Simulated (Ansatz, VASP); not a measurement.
**Two plane-wave programs on Ti6H**

```
Ti H
1.0
     5.66395    0.00000    0.00000
     0.00000    4.57935    0.00000
     0.00000    0.00000   24.55069
Ti H
12 2
Direct
  0.25000 0.00000 0.16293
  0.75000 0.00000 0.16293
  0.00000 0.50000 0.21677
  0.50000 0.50000 0.21677
  0.25000 0.00000 0.27062
  0.75000 0.00000 0.27062
  0.25000 0.50000 0.32566
  0.75000 0.50000 0.32566
  0.00000 0.00000 0.37797
  0.50000 0.00000 0.37797
  0.25000 0.50000 0.42975
  0.75000 0.50000 0.42975
  0.86802 0.00000 0.51325
  0.13198 0.00000 0.51325
```

Alike in both runs: task single point; functional PBE; k mesh 5 × 6 × 1; occupations gaussian, width 0.1 eV; no spin polarisation.

|  | VASP | Ansatz |
| --- | --- | --- |
| version | VASP 6.6.1 | Ansatz 0.2.0 |
| potentials or method | VASP PAW PBE potentials, release 64 (Ti_sv, H), cutoff 520 eV | scalar-relativistic, plane waves, PAW |
| valence electrons in the cell | 146 | 146 |

Ansatz gave:

```
gap on the k mesh at the Fermi level (eV) : none
rms of the force components (eV/Å)        : 0.524
```

Question: What did VASP give for the same quantities?

Answer: gap on the k mesh at the Fermi level (eV): none; rms of the force components (eV/Å): 0.525.

Atom by atom the forces differ by 0.004 eV/Å (rms over components). A gap of «none» marks a metal or a gap that the smearing closes. Ansatz's warnings: xc potential rough in thin density.
